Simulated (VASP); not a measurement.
Wanted: the native input for a VASP 6.6.1 run.

| Quantity | Value |
| --- | --- |
| Task | single point |
| Functional | PBE |
| Potentials or basis | VASP PAW PBE potentials, release 64 (Si, C) |
| Cutoff | 520 eV |
| k mesh | 12 × 12 × 2 |
| Occupations | gaussian, width 0.02 eV |
| Spin | no spin polarisation |
| Dipole correction | no |
| Further INCAR settings | ALGO = Normal; EDIFF = 1e-06; NBANDS = 36 |

The structure of SiC lies in POSCAR:

```
SiC
1.0
    3.0947360569      0.0000000000      0.0000000000
   -1.5473680285      2.6801200433      0.0000000000
    0.0000000000      0.0000000000     15.1881298508
Si C
6 6
Direct
    0.3333333333      0.6666666667      0.1422863726
    0.6666666667      0.3333333333      0.6422863726
    0.0000000000      0.0000000000      0.4755194282
    0.0000000000      0.0000000000      0.9755194282
    0.6666666667      0.3333333333      0.3087736124
    0.3333333333      0.6666666667      0.8087736124
    0.0000000000      0.0000000000      0.3501570145
    0.0000000000      0.0000000000      0.8501570145
    0.3333333333      0.6666666667      0.0173185555
    0.6666666667      0.3333333333      0.5173185555
    0.6666666667      0.3333333333      0.1838050067
    0.3333333333      0.6666666667      0.6838050067
```

One way to write it, as run:

INCAR

```
PREC = Accurate
ENCUT = 520
EDIFF = 1E-6
ISMEAR = 0
SIGMA = 0.02
LREAL = F
LASPH = T
NELM = 100
ALGO = Normal
ISIF = 2
LWAVE = F
LCHARG = T
GGA = PE
LELF = T
LVHAR = T
NBANDS = 36
```

KPOINTS

```
Automatic mesh
0
Gamma
  12 12 2
```

Potentials or basis: VASP PAW PBE potentials, release 64 (Si, C).

The run is started by

```bash
$ cat potpaw_PBE.64/Si/POTCAR potpaw_PBE.64/C/POTCAR > POTCAR
$ mpirun -np 1 vasp_std > vasp.out
```

It gave:

The pressure is 0.0 GPa, the largest force is 0.006 eV/Å and the band gap on the k mesh is 2.03 eV (least direct gap 3.12 eV).

Run time: 83 s on 1 thread of AMD EPYC 9R45 96-Core Processor (Zen 5) (shared host), peak memory 0.27 GiB.
